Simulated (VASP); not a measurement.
Write the native input for VASP 6.6.1 that does the following.

| Item | Value |
| --- | --- |
| Task | single point |
| Functional | r2SCAN |
| Potentials or basis | VASP PAW PBE potentials, release 64 (Ti_sv) |
| Cutoff | 520 eV |
| k mesh | 12 × 12 × 14 |
| Occupations | gaussian, width 0.1 eV |
| Spin | no spin polarisation |
| Dipole correction | no |
| Further INCAR settings | ALGO = Normal; EDIFF = 1e-06; NBANDS = 25 |

Ti:

```xyz
3
Lattice="4.5683 0.0000 0.0000 -2.2841 3.9562 0.0000 0.0000 0.0000 2.8244" Properties=species:S:1:pos:R:3 pbc="T T T"
Ti    0.0000    0.0000    0.0000
Ti    0.0000    2.6375    1.4122
Ti    2.2841    1.3187    1.4122
```

This isn't the form of Ti at room conditions, which is hcp.

These files were run (other wordings do the same):

POSCAR

```
Ti
1.0
    4.5682762610      0.0000000000      0.0000000000
   -2.2841381305      3.9562432936      0.0000000000
    0.0000000000      0.0000000000      2.8244430460
Ti
3
Direct
    0.0000000000      0.0000000000      0.0000000000
    0.3333333333      0.6666666667      0.5000000000
    0.6666666667      0.3333333333      0.5000000000
```

INCAR.step1

```
ALGO = Normal ; EDIFF = 1E-4
ENCUT = 520 ; GGA = PE
ISMEAR = 0 ; LASPH = True
LCHARG = False ; LREAL = False
LWAVE = True ; NBANDS = 25
NELM = 100 ; PREC = Accurate
SIGMA = 0.1
```

INCAR.step2

```
ALGO = Normal ; EDIFF = 1E-6
ENCUT = 520 ; ISIF = 2
ISMEAR = 0 ; ISTART = 1
LASPH = True ; LCHARG = True
LELF = True ; LMIXTAU = True
LREAL = False ; LVHAR = True
LWAVE = False ; METAGGA = R2SCAN
NBANDS = 25 ; NELM = 100
PREC = Accurate ; SIGMA = 0.1
```

KPOINTS

```
k-points
0
Gamma
  12 12 14
```

Potentials or basis: VASP PAW PBE potentials, release 64 (Ti_sv).

Launch:

```sh
$ cat potpaw_PBE.64/Ti_sv/POTCAR > POTCAR
$ cp INCAR.step1 INCAR
$ mpirun -np 1 vasp_std > vasp.out
$ cp INCAR.step2 INCAR
$ mpirun -np 1 vasp_std > vasp.out
```

It gave:

The pressure is 0.4 GPa. The band gap on the k mesh is zero (bands 18 and 19 overlap by 0.22 eV).

Caveat: the PAW data sets were made with another functional, which shifts forces and pressure a little.

Run time: 5.6 min on 1 thread of Intel(R) Xeon(R) 6975P-C (Granite Rapids), on a shared host, peak memory 0.28 GiB.
